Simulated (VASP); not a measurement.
Here is a VASP 6.6.1 calculation.

The input POSCAR:

```
CuI
1.0
    0.0000000000      2.9502529412      2.9502529412
    2.9502529412      0.0000000000      2.9502529412
    2.9502529412      2.9502529412      0.0000000000
Cu I
1 1
Direct
    0.2500000000      0.2500000000      0.2500000000
    0.0000000000      0.0000000000      0.0000000000
```

Contents of INCAR.step1:

```
SYSTEM = CuI
ALGO = Normal
EDIFF = 1E-4
ENCUT = 520
GGA = PE
ISMEAR = 0
LASPH = .True.
LCHARG = .False.
LREAL = .False.
LWAVE = .True.
NBANDS = 16
NELM = 100
PREC = Accurate
SIGMA = 0.02
```

INCAR.step2

```
SYSTEM = CuI
ALGO = Normal
EDIFF = 1E-6
ENCUT = 520
ISIF = 2
ISMEAR = 0
ISTART = 1
LASPH = .True.
LCHARG = .False.
LMIXTAU = .True.
LREAL = .False.
LWAVE = .False.
METAGGA = R2SCAN
NBANDS = 16
NELM = 100
PREC = Accurate
SIGMA = 0.02
```

KPOINTS

```
k-points
0
Gamma
  8 8 8
  0 0 0
```

Potentials or basis: VASP PAW PBE potentials, release 64 (Cu, I).

Launch:

```console
$ cat potpaw_PBE.64/Cu/POTCAR potpaw_PBE.64/I/POTCAR > POTCAR
$ cp INCAR.step1 INCAR
$ mpirun -np 1 vasp_std > vasp.out
$ cp INCAR.step2 INCAR
$ mpirun -np 1 vasp_std > vasp.out
```

**Question.** What does it give for the band gap on the k mesh?

**Answer.** 1.87 eV.

**Question.** Estimate the pressure.

**Answer.** 3.1 GPa.

Caveat: the cell stands under pressure; the PAW data sets were made with another functional, which shifts forces and pressure a little; spin-orbit coupling is left out, which moves the levels of the heavy elements. r2SCAN opens gaps a little over a GGA but as a rule still falls short of measured ones.
